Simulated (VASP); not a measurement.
Wanted: the native input for a VASP 6.6.1 run.

```
Task                   : single point
Functional             : PBEsol
Potentials or basis    : VASP PAW PBE potentials, release 64 (Co, Ti_sv)
Cutoff                 : 520 eV
k mesh                 : 8 × 8 × 8
Occupations            : fermi-dirac, width 0.05 eV
Spin                   : collinear spin, ferromagnetic start
Starting moments       : [2.0, 2.0, 2.0, 1.0] μB
Dipole correction      : no
Further INCAR settings : ALGO = Normal; EDIFF = 1e-06; NBANDS = 32
```

The structure of TiCo3 lies in POSCAR:

```
TiCo3
1.0
    3.5470328349      0.0000000000      0.0000000000
    0.0000000000      3.5470328349      0.0000000000
    0.0000000000      0.0000000000      3.5470328349
Co Ti
3 1
Direct
    0.5000000000      0.5000000000      0.0000000000
    0.5000000000      0.0000000000      0.5000000000
    0.0000000000      0.5000000000      0.5000000000
    0.0000000000      0.0000000000      0.0000000000
```

One way to write it, as run:

INCAR

```
PREC = Accurate
ENCUT = 520
EDIFF = 1E-6
ISMEAR = -1
SIGMA = 0.05
LREAL = False
LASPH = True
NELM = 150
ALGO = Normal
ISIF = 2
LWAVE = False
LCHARG = True
ISPIN = 2
MAGMOM = 2 2 2 1
LORBIT = 11
LMAXMIX = 4
GGA = PS
LELF = True
LVHAR = True
NBANDS = 32
```

KPOINTS

```
Automatic mesh
0
Gamma
  8 8 8
```

Potentials or basis: VASP PAW PBE potentials, release 64 (Co, Ti_sv).

Command:

```console
$ cat potpaw_PBE.64/Co/POTCAR potpaw_PBE.64/Ti_sv/POTCAR > POTCAR
$ mpirun -np 1 vasp_std > vasp.out
```

It gave:

* Pressure: -4.2 GPa
* Net moment: 0.74 μB per cell
* Site moments: Co +0.29; Ti -0.11 μB
* Valence electrons inside the program's atomic spheres: Co 8.40; Ti 10.46

Caveat: the cell stands under tension; the PAW data sets were made with another functional, which shifts forces and pressure a little.

It took 58 s on 1 thread of Intel(R) Xeon(R) 6975P-C (Granite Rapids) (shared host), peak memory 0.21 GiB.
